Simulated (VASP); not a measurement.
SrAg2Sn2, 5 atoms in the cell. It takes space group I4/mmm (No. 139, tetragonal). The conventional cell has a = 4.670 Å, b = 4.670 Å, c = 11.730 Å, α = 90.00°, β = 90.00°, γ = 90.00°. Sr (site symmetry 4/mmm) has 10 Sn at 3.59 to 4.47 Å and 8 Ag at 3.75 Å and 4 Sr at 4.67 Å within 4.7 Å. Within 3.7 Å of Ag (site symmetry -4m2) lie 4 Sn at 2.80 Å and 4 Ag at 3.30 Å. Sn (site symmetry 4mm) has 1 Sn at 2.79 Å and 4 Ag at 2.80 Å and 4 Sr at 3.59 Å within 3.7 Å. 

| Property | Result |
| --- | --- |
| Program | VASP 6.6.1 |
| Task | single point |
| Functional | PBEsol |
| Potentials or basis | VASP PAW PBE potentials, release 64 (Sr_sv, Ag, Sn_d) |
| Cutoff | 520 eV |
| k mesh | 6 × 6 × 6 |
| Occupations | gaussian, width 0.1 eV |
| Spin | no spin polarisation |
| Dipole correction | no |
| Further INCAR settings | ALGO = Fast; EDIFF = 1e-07; NBANDS = 38 |

Potentials or basis: VASP PAW PBE potentials, release 64 (Sr_sv, Ag, Sn_d).

The run is started by

```console
$ cat potpaw_PBE.64/Sr_sv/POTCAR potpaw_PBE.64/Ag/POTCAR potpaw_PBE.64/Sn_d/POTCAR > POTCAR
$ mpirun -np 1 vasp_std > vasp.out
```

Hardware: 1 thread of Oxide Virtual Turin-like Processor, with other jobs on the host.

Q: Estimate the wall time of this run.

A: Run time: 23 min on 1 thread of Oxide Virtual Turin-like Processor (shared host), peak memory 0.41 GiB. Counts: scf iterations 38, k points 30.
